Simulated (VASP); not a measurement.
# Mg (P6/mmm) in VASP: notebook

Mg is run at these levels: PBEsol; tasks: single point.

All numbers are computed with VASP 6.6.1; they aren't measurements. Logs are shortened: lines on timing, memory, paths and dates and some standing lists are left out, and cuts for length are marked.

## 1. The cell of the first run

The structure is hexagonal, space group P6/mmm (No. 191). Conventional cell: a = 3.096 Å, b = 3.096 Å, c = 3.126 Å, α = 90.00°, β = 90.00°, γ = 120.00°. Within 4.1 Å of Mg (site symmetry 6/mmm) lie 8 Mg at 3.10 to 3.13 Å.

This isn't the form of Mg at room conditions, which is hcp.

## 2. Single point, PBEsol

Input file INCAR:

```
SYSTEM = Mg
PREC = Accurate
ENCUT = 520
EDIFF = 1E-6
ISMEAR = -1
SIGMA = 0.05
LREAL = .FALSE.
LASPH = .TRUE.
NELM = 60
ALGO = Normal
ISIF = 2
LWAVE = .FALSE.
LCHARG = .FALSE.
GGA = PS
NBANDS = 7
```

Input file KPOINTS:

```
Automatic mesh
0
G
  14 14 13
  0 0 0
```

Input file POSCAR:

```
Mg
1.0
    3.0956802792      0.0000000000      0.0000000000
   -1.5478401396      2.6809377638      0.0000000000
    0.0000000000      0.0000000000      3.1262160169
Mg
1
Direct
    0.0000000000      0.0000000000      0.0000000000
```

Potentials or basis: VASP PAW PBE potentials, release 64 (Mg).

Launch:

```sh
$ cat potpaw_PBE.64/Mg/POTCAR > POTCAR
$ mpirun -np 1 vasp_std > vasp.out
```

OUTCAR:

```text
SYSTEM = Mg
   PREC = Accurate
   ENCUT = 520
   EDIFF = 1E-6
   ISMEAR = -1
   LREAL = .FALSE.
   LASPH = .TRUE.
   NELM = 60
   ISIF = 2
   GGA = PS

 ion  position               nearest neighbor table
   1  0.000  0.000  0.000-

  LATTYP: Found a hexagonal cell.
 ALAT       =     3.0956802792
 C/A-ratio  =     1.0098639830

  Lattice vectors:

 A1 = (   3.0956802792,   0.0000000000,   0.0000000000)
 A2 = (  -1.5478401396,   2.6809377638,   0.0000000000)
 A3 = (   0.0000000000,   0.0000000000,   3.1262160169)

Analysis of symmetry for initial positions (statically):
=====================================================================
 Subroutine PRICEL returns:
 Original cell was already a primitive cell.

 Routine SETGRP: Setting up the symmetry group for a
 hexagonal supercell.

 Subroutine GETGRP returns: Found 24 space group operations
 (whereof 24 operations were pure point group operations)
 out of a pool of 24 trial point group operations.

The static configuration has the point symmetry D_6h.

Analysis of symmetry for dynamics (positions and initial velocities):
=====================================================================
 Subroutine PRICEL returns:
 Original cell was already a primitive cell.

 Routine SETGRP: Setting up the symmetry group for a
 hexagonal supercell.

 Subroutine GETGRP returns: Found 24 space group operations
 (whereof 24 operations were pure point group operations)
 out of a pool of 24 trial point group operations.

The dynamic configuration has the point symmetry D_6h.

 Subroutine INISYM returns: Found 24 space group operations
 (whereof 24 operations are pure point group operations),
 and found     1 'primitive' translations

----------------------------------------------------------------------------------------

                                     Primitive cell

  volume of cell :      25.9455

  direct lattice vectors                    reciprocal lattice vectors
     3.095680279  0.000000000  0.000000000     0.323030775  0.186501905  0.000000000
    -1.547840140  2.680937764  0.000000000     0.000000000  0.373003810  0.000000000
     0.000000000  0.000000000  3.126216017     0.000000000  0.000000000  0.319875528

  length of vectors
     3.095680279  3.095680279  3.126216017     0.373003810  0.373003810  0.319875528

  position of ions in fractional coordinates (direct lattice)
     0.000000000  0.000000000  0.000000000

  ion indices of the primitive-cell ions
   primitive index   ion index
                 1           1

----------------------------------------------------------------------------------------

 KPOINTS: Automatic mesh

Automatic generation of k-mesh.
 Grid dimensions read from file:
 generate k-points for:   14   14   13

 Generating k-lattice:

  Cartesian coordinates                     Fractional coordinates (reciprocal lattice)
     0.023073627  0.013321565  0.000000000     0.071428571 -0.000000000  0.000000000
     0.000000000  0.026643129  0.000000000     0.000000000  0.071428571  0.000000000
     0.000000000  0.000000000  0.024605810     0.000000000  0.000000000  0.076923077

  Length of vectors
     0.026643129  0.026643129  0.024605810

  Shift w.r.t. Gamma in fractional coordinates (k-lattice)
     0.000000000  0.000000000  0.000000000

 Subroutine IBZKPT returns following result:
 ===========================================

 Found    168 irreducible k-points:

 Following reciprocal coordinates:
            Coordinates               Weight
  0.000000  0.000000  0.000000      1.000000
  0.071429  0.000000  0.000000      6.000000
  0.142857  0.000000  0.000000      6.000000
  0.214286  0.000000  0.000000      6.000000
  0.285714 -0.000000  0.000000      6.000000
  0.357143  0.000000  0.000000      6.000000
[... 16 lines left out ...]
  0.285714  0.285714  0.000000      6.000000
  0.357143  0.285714  0.000000      6.000000
 [... further k-points ...]
   k-points           NKPTS =    168   k-points in BZ     NKDIM =    168   number of bands    NBANDS=      7
   number of dos      NEDOS =    301   number of ions     NIONS =      1
   total plane-waves  NPLWV =  13824
   dimension x,y,z NGX =    24 NGY =   24 NGZ =   24
   dimension x,y,z NGXF=    48 NGYF=   48 NGZF=   48
   ions per type =               1
   NGX,Y,Z   is equivalent  to a cutoff of  12.89, 12.89, 12.76 a.u.
   NGXF,Y,Z  is equivalent  to a cutoff of  25.78, 25.78, 25.53 a.u.
 SYSTEM =  Mg
   PREC   = accura    normal or accurate (medium, high low for compatibility)
   ISTART =      0    job   : 0-new  1-cont  2-samecut
   ICHARG =      2    charge: 1-file 2-atom 10-const
   ISPIN  =      1    spin polarized calculation?
   LNONCOLLINEAR =      F non collinear calculations
   LSORBIT =      F    spin-orbit coupling
   LASPH  =      T    aspherical Exc in radial PAW
   ENCUT  =  520.0 eV  38.22 Ry    6.18 a.u.   5.76  5.76  5.81*2*pi/ulx,y,z
   NELM   =     60;   NELMIN=  2; NELMDL= -5     # of ELM steps
   EDIFF  = 0.1E-05   stopping-criterion for ELM
   LREAL  =      F    real-space projection
   EDIFFG = 0.1E-04   stopping-criterion for IOM
   NSW    =      0    number of steps for IOM
   IBRION =     -1    ionic relax: 0-MD 1-quasi-New 2-CG
   NFREE  =      0    steps in history (QN), initial steepest desc. (CG)
   ISIF   =      2    stress and relaxation
   ISYM   =      2    0-nonsym 1-usesym 2-fastsym
   POTIM  = 0.5000    time-step for ionic-motion
   TEBEG  =    0.0;   TEEND  =   0.0 temperature during run
   PSTRESS=    0.0 pullay stress
   NELECT =       2.0000    total number of electrons
   NUPDOWN=      -1.0000    fix difference up-down
   EMIN   =  10.00;   EMAX   =-10.00  energy-range for DOS
   EFERMI =   0.00;   METHOD = LEGACY
   ISMEAR =    -1;   SIGMA  =   0.05  broadening in eV -4-tet -1-fermi 0-gaus
   EFERMI_NEDOS =   21; number of points for ismear=-14 and -15
   IALGO  =     38    algorithm
   IMIX   =      4    mixing-type and parameters
     AMIX     =   0.40;   BMIX     =  1.00
     AMIX_MAG =   1.60;   BMIX_MAG =  1.00
  volume/ion in A,a.u.               =      25.95       175.09
  Fermi-wavevector in a.u.,A,eV,Ry     =   0.696730  1.316628  6.604704  0.485432
  Thomas-Fermi vector in A             =   1.779861
   LORBIT       =      0    0 simple, 1 ext, 2 COOP (PROOUT), +10 PAW based schemes
   GGA     = PS    functional components
   LHFCALC =     F    Hartree Fock is set to
   AEXX    =    0.0000 exact exchange contribution
   IVDW    =     0    specifies the selected vdW correction
   LEPSILON=     F    determine dielectric tensor
   LRPA    =     F    only Hartree local field effects (RPA)
 non-spin polarized calculation
  energy-cutoff  :      520.00
  volume of cell :       25.95
 maximum number of plane-waves:       714
 NGX is ok and might be reduce to    24

 number of electron       2.0000000 magnetization

 Free energy of the ion-electron system (eV)
  ---------------------------------------------------
  ext. energy  EPLUGINS =         0.00000000
  ---------------------------------------------------
  free energy    TOTEN  =        -1.48278840 eV

  energy without entropy =       -1.47846890  energy(sigma->0) =       -1.48062865

 E-fermi :   1.9536     XC(G=0):  -8.1368

 val. band max:        1.9533963195   @ k =   0.4286   0.1429   0.2308
 cond. band min:       1.9615768219   @ k =   0.1429   0.0714   0.3846
 fundamental gap:      0.0081805024
 Fermi energy:         1.9536368550

 k-point     1 :       0.0000    0.0000    0.0000
  band No.  band energies     occupation
      1      -4.4632      2.00000
      2       9.6229      0.00000
      3      10.0999      0.00000
      4      14.2699      0.00000
      5      14.2699      0.00000
      6      15.1686      0.00000
      7      15.1686      0.00000

 k-point     2 :       0.0714    0.0000    0.0000
  band No.  band energies     occupation
      1      -4.3561      2.00000
      2       9.6169      0.00000
      3      10.1901      0.00000
      4      12.6143      0.00000
      5      13.4746      0.00000
      6      15.0939      0.00000
      7      16.1466      0.00000

 k-point     3 :       0.1429    0.0000    0.0000
  band No.  band energies     occupation
      1      -4.0357      2.00000
      2       9.2862      0.00000
      3      10.4610      0.00000
      4      10.8012      0.00000
      5      12.5281      0.00000
      6      14.5169      0.00000
      7      17.6388      0.00000

 k-point     4 :       0.2143    0.0000    0.0000
  band No.  band energies     occupation
      1      -3.5040      2.00000
      2       7.6840      0.00000
      3      10.3466      0.00000
      4      10.9131      0.00000
      5      11.7382      0.00000
      6      14.1066      0.00000
      7      19.3303      0.00000

 k-point     5 :       0.2857   -0.0000    0.0000
  band No.  band energies     occupation
      1      -2.7643      2.00000
      2       5.7354      0.00000
      3      10.2914      0.00000
      4      11.1217      0.00000
      5      11.5470      0.00000
      6      14.1089      0.00000
      7      19.1921      0.00000
[... 161 lines left out ...]
 k-point    22 :       0.3571    0.2143    0.0000
  band No.  band energies     occupation
      1       0.6321      2.00000
      2       2.0974      0.10675
      3       4.9263      0.00000
      4      14.5369      0.00000
      5      15.1455      0.00000
      6      15.8822      0.00000
      7      16.8605      0.00000

 k-point    23 :       0.2857    0.2857    0.0000
  band No.  band energies     occupation
      1       0.5375      2.00000
      2       3.1447      0.00000
      3       3.6918      0.00000
      4      14.4619      0.00000
      5      15.4653      0.00000
      6      17.0308      0.00000
      7      17.0507      0.00000

 k-point    24 :       0.3571    0.2857    0.0000
  band No.  band energies     occupation
      1       1.6655      1.99373
      2       2.0296      0.35891
      3       3.3971      0.00000
      4      15.5221      0.00000
      5      15.8015      0.00000
      6      16.4103      0.00000
      7      16.9487      0.00000

 [... further k-points ...]

------------------------ aborting loop because EDIFF is reached ----------------------------------------

  FORCE on cell =-STRESS in cart. coord.  units (eV):
  Direction    XX          YY          ZZ          XY          YZ          ZX
  --------------------------------------------------------------------------------------
  -------------------------------------------------------------------------------------
  Total       -0.1456153     -0.1456153     -0.1408640     -0.0000000      0.0000000      0.0000000
  in kB       -8.9919907     -8.9919907     -8.6985908     -0.0000000      0.0000000      0.0000000
  external PRESSURE =      -8.8941907 kB  Pullay stress =       0.0000000 kB

 VOLUME and BASIS-vectors are now :
 -----------------------------------------------------------------------------
  energy-cutoff  :      520.00
  volume of cell :       25.95
      direct lattice vectors                 reciprocal lattice vectors
     3.095680279  0.000000000  0.000000000     0.323030775  0.186501905  0.000000000
    -1.547840140  2.680937764  0.000000000     0.000000000  0.373003810  0.000000000
     0.000000000  0.000000000  3.126216017     0.000000000  0.000000000  0.319875528

 POSITION                                       TOTAL-FORCE (eV/Angst)
 -----------------------------------------------------------------------------------
      0.00000      0.00000      0.00000         0.000000      0.000000      0.000000
 -----------------------------------------------------------------------------------
    total drift:                                0.000000      0.000000      0.000000

  FREE ENERGIE OF THE ION-ELECTRON SYSTEM (eV)
  ---------------------------------------------------
  free  energy   TOTEN  =        -1.4827884004 eV

  energy  without entropy=       -1.4784688982  energy(sigma->0) =       -1.48062865
```

It took 9.8 s on 1 thread of Intel Xeon Platinum 8259CL at 2.50GHz (Skylake/Cascade Lake), shared host; peak memory 0.16 GiB.

What came out:

* Free energy: -1.4828 eV
* Pressure: -0.9 GPa
* Band gap on the k mesh: zero (bands 1 and 2 overlap by 4.28 eV)

Caveat: the PAW data sets were made with another functional, which shifts forces and pressure a little.

## 3. Single point, PBEsol

Input file INCAR:

```
PREC     = Accurate       # precision mode
ENCUT    = 520            # plane-wave cutoff, eV
EDIFF    = 1E-6           # SCF threshold, eV
ISMEAR   = -1             # smearing method
SIGMA    = 0.05           # smearing width, eV
LREAL    = False          # projectors in reciprocal space
LASPH    = True           # aspherical terms in the spheres
NELM     = 100            # most SCF steps
ALGO     = Normal         # electronic algorithm
ISIF     = 2              # what is computed and relaxed
LWAVE    = False          # write WAVECAR
LCHARG   = False          # write CHGCAR
GGA      = PS             # functional
NBANDS   = 7              # bands
```

Input file KPOINTS:

```
Automatic mesh
0
Gamma
  14 14 13
```

POSCAR is that of step 2.

Potentials or basis: VASP PAW PBE potentials, release 64 (Mg).

Launch:

```sh
$ cat potpaw_PBE.64/Mg/POTCAR > POTCAR
$ mpirun -np 1 vasp_std > vasp.out
```

Wall time 9.7 s (1 thread of Intel Xeon Platinum 8259CL at 2.50GHz (Skylake/Cascade Lake), shared host); peak memory 0.15 GiB.

It converged, with:

```yaml
Free_energy: -1.4828 eV
Pressure: -0.9 GPa
Band_gap_on_the_k_mesh: zero (bands 1 and 2 overlap by 4.28 eV)
```

Levels at points of the mesh, in eV from the Fermi level:
```tsv
k point	band 1	band 2	band 3	band 4	band 5
(0.00, 0.00, 0.00)	-6.42	7.67	8.15	12.32	12.32
(0.50, 0.00, 0.00)	-1.47	-1.11	8.09	8.38	12.33
```

Caveat: the PAW data sets were made with another functional, which shifts forces and pressure a little.

## 4. Single point, PBEsol

This run uses another cell than the first one: it holds 3 atoms, not 1.

Input file INCAR:

```
SYSTEM = Mg
ALGO = Normal ; EDIFF = 1E-6
ENCUT = 520 ; GGA = PS
ISIF = 2 ; ISMEAR = -1
LASPH = .TRUE. ; LCHARG = .TRUE.
LELF = .TRUE. ; LREAL = .FALSE.
LVHAR = .TRUE. ; LWAVE = .FALSE.
NBANDS = 10 ; NELM = 100
PREC = Accurate ; SIGMA = 0.05
```

Input file KPOINTS:

```
k-points
0
G
  7 7 10
  0 0 0
```

Input file POSCAR:

```
Mg
1.0
    5.1068278117      0.0000000000      0.0000000000
   -2.5534139059      4.4226426177      0.0000000000
    0.0000000000      0.0000000000      3.1127281576
Mg
3
Direct
    0.0000000000      0.0000000000      0.0000000000
    0.3333333333      0.6666666667      0.5000000000
    0.6666666667      0.3333333333      0.5000000000
```

Launch:

```sh
$ cat potpaw_PBE.64/Mg/POTCAR > POTCAR
$ mpirun -np 1 vasp_std > vasp.out
```

Run time: 19 s. Hardware: 1 thread of Intel Xeon Platinum 8259CL at 2.50GHz (Skylake/Cascade Lake), shared host; peak memory 0.19 GiB.

The run converged. Its results:

```
Free energy            : -5.0014 eV
Pressure               : -0.9 GPa
Band gap on the k mesh : zero (bands 3 and 4 overlap by 4.36 eV)
```

Levels at points of the mesh, in eV from the Fermi level:
```tsv
k point	band 1	band 2	band 3	band 4	band 5	band 6	band 7	band 8
(0.00, 0.00, 0.00)	-6.84	0.27	0.27	0.32	0.32	1.34	1.40	7.78
(0.00, 0.00, 0.50)	-3.16	-2.89	3.47	3.47	3.65	3.65	3.89	4.19
```

Caveat: the PAW data sets were made with another functional, which shifts forces and pressure a little.

## 5. Single point, PBEsol

This run uses another cell than the first one: it holds 3 atoms, not 1.

Input file INCAR:

```
ALGO     = Normal         # electronic algorithm
EDIFF    = 1E-7           # SCF threshold, eV
ENCUT    = 520            # plane-wave cutoff, eV
GGA      = PS             # functional
ISIF     = 2              # what is computed and relaxed
ISMEAR   = -1             # smearing method
LASPH    = T              # aspherical terms in the spheres
LCHARG   = T              # write CHGCAR
LELF     = T              # ELF
LREAL    = F              # projectors in reciprocal space
LVHAR    = T            
LWAVE    = F              # write WAVECAR
NBANDS   = 10             # bands
NELM     = 80             # most SCF steps
PREC     = Accurate       # precision mode
SIGMA    = 0.05           # smearing width, eV
```

Input file KPOINTS:

```
k-points
0
Gamma
  7 7 10
```

POSCAR is that of step 4.

Launch:

```sh
$ cat potpaw_PBE.64/Mg/POTCAR > POTCAR
$ mpirun -np 1 vasp_std > vasp.out
```

Wall time 21 s (1 thread of Intel Xeon Platinum 8259CL at 2.50GHz (Skylake/Cascade Lake), shared host); peak memory 0.19 GiB.

The run converged. Its results:

```yaml
Free_energy: -5.0014 eV
Pressure: -0.9 GPa
Band_gap_on_the_k_mesh: zero (bands 3 and 4 overlap by 4.36 eV)
```

Levels at points of the mesh, in eV from the Fermi level:
| k point | band 1 | band 2 | band 3 | band 4 | band 5 | band 6 | band 7 |
| --- | --- | --- | --- | --- | --- | --- | --- |
| (0.00, 0.00, 0.00) | -6.84 | 0.27 | 0.27 | 0.32 | 0.32 | 1.34 | 1.40 |
| (0.00, 0.00, 0.50) | -3.16 | -2.89 | 3.47 | 3.47 | 3.65 | 3.65 | 3.89 |

Caveat: the PAW data sets were made with another functional, which shifts forces and pressure a little.
